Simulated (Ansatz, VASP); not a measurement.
## One calculation of CdBi2, two programs

File INCAR:

```
ALGO = Fast
EDIFF = 1E-6
EDIFFG = -0.04
ENCUT = 600
GGA = PE
IBRION = 2
ISIF = 3
ISMEAR = 0
LASPH = True
LCHARG = False
LREAL = False
LWAVE = False
NELM = 60
NSW = 90
PREC = Accurate
SIGMA = 0.1
```

File KPOINTS:

```
k-points
0
Gamma
  6 6 2
```

File POSCAR:

```
CdBi2
1.0
    3.6246709976      0.0000000000      0.0000000000
   -1.8123354988      3.1390571643      0.0000000000
    0.0000000000      0.0000000000     14.0984838136
Cd Bi
2 4
Direct
    0.3333333333      0.6666666667      0.2500000000
    0.6666666667      0.3333333333      0.7500000000
    0.3333333333      0.6666666667      0.6275000000
    0.6666666667      0.3333333333      0.1275000000
    0.3333333333      0.6666666667      0.8725000000
    0.6666666667      0.3333333333      0.3725000000
```

Input for Ansatz:

```yaml
crystal:
  lattice:
    - [3.6246709976, 0.0, 0.0]
    - [-1.8123354988, 3.1390571643, 0.0]
    - [0.0, 0.0, 14.0984838136]
  atoms:
    - { symbol: Cd, position: [0.3333333333, 0.6666666667, 0.25] }
    - { symbol: Cd, position: [0.6666666667, 0.3333333333, 0.75] }
    - { symbol: Bi, position: [0.3333333333, 0.6666666667, 0.6275] }
    - { symbol: Bi, position: [0.6666666667, 0.3333333333, 0.1275] }
    - { symbol: Bi, position: [0.3333333333, 0.6666666667, 0.8725] }
    - { symbol: Bi, position: [0.6666666667, 0.3333333333, 0.3725] }
basis:
  ecutwfc: 420
kpoints:
  mp_grid: { grid: [6, 6, 2] }
hamiltonian:
  xc: pbe
scf:
  occupations: { method: gaussian, width: 0.1 }
  lower_state_search: "off"
output:
  forces: true
  stress: true
  eigenvalues: true
relax:
  adjacent_minimum: "off"
  f_tol: 0.04
  max_steps: 70
  cell: { stress_tol: 0.4 }
```

Alike in both runs: task relaxation of cell and atoms; functional PBE; k mesh 6 × 6 × 2; occupations gaussian, width 0.1 eV; no spin polarisation.

|  | VASP | Ansatz |
| --- | --- | --- |
| version | VASP 6.6.1 | Ansatz 0.2.0 |
| potentials or method | VASP PAW PBE potentials, release 64 (Cd, Bi_d), cutoff 600 eV | scalar-relativistic, plane waves, PAW |
| valence electrons in the cell | 84 | 100 |

Ansatz gave:

* gap on the k mesh at the Fermi level, each at its own relaxed structure (eV): none
* relaxed volume (Å³/atom): 30.20
* relaxed cell length with the largest relative difference (Å): 14.175

**Question.** What did VASP give for the same quantities?

**Answer.** gap on the k mesh at the Fermi level, each at its own relaxed structure (eV): none; relaxed volume (Å³/atom): 33.08; relaxed cell length with the largest relative difference (Å): 11.784.

A gap of «none» marks a metal or a gap that the smearing closes. One of these differences is far larger than is usual between the two programs; its cause wasn't traced. VASP's potentials hold 84 valence electrons a cell and Ansatz's 100, so a difference there can come from the potentials and not from the codes.

Neither program's run includes spin-orbit coupling. Noted on VASP's run: the volume moved by over 15 % at a fixed basis, so the end points are rough.
